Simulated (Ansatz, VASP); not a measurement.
# Two plane-wave programs on Fe3Pb

```xyz
4
Lattice="0.0000 3.0724 3.0724 3.0724 0.0000 3.0724 3.0724 3.0724 0.0000" Properties=species:S:1:pos:R:3 pbc="T T T"
Fe    1.5362    1.5362    1.5362
Fe    4.6085    4.6085    4.6085
Fe    3.0724    3.0724    3.0724
Pb    0.0000    0.0000    0.0000
```

Alike in both runs: task single point; functional PBE; k mesh 12 × 12 × 12; occupations gaussian, width 0.1 eV; collinear spin.

|  | VASP | Ansatz |
| --- | --- | --- |
| version | VASP 6.6.1 | Ansatz 0.2.0 |
| potentials or method | VASP PAW PBE potentials, release 64 (Fe, Pb_d), cutoff 520 eV | scalar-relativistic, plane waves, PAW |
| valence electrons in the cell | 38 | 62 |

```csv
,VASP,Ansatz,Ansatz less VASP
gap on the k mesh at the Fermi level (eV),none,none,-
pressure (GPa),0.0,0.0,+0.05
net moment per atom (μB),1.74,1.74,0.000
size of the moment on the site where the two differ most (μB),0.08,0.04,-0.037
```

Site moments also hang on the region over which each program counts them. A gap of «none» marks a metal or a gap that the smearing closes. With one functional, cell and mesh, what is left measures potentials, basis and numerics. VASP's potentials hold 38 valence electrons a cell and Ansatz's 62, so a difference there can come from the potentials and not from the codes.

Spin-orbit coupling is off throughout.
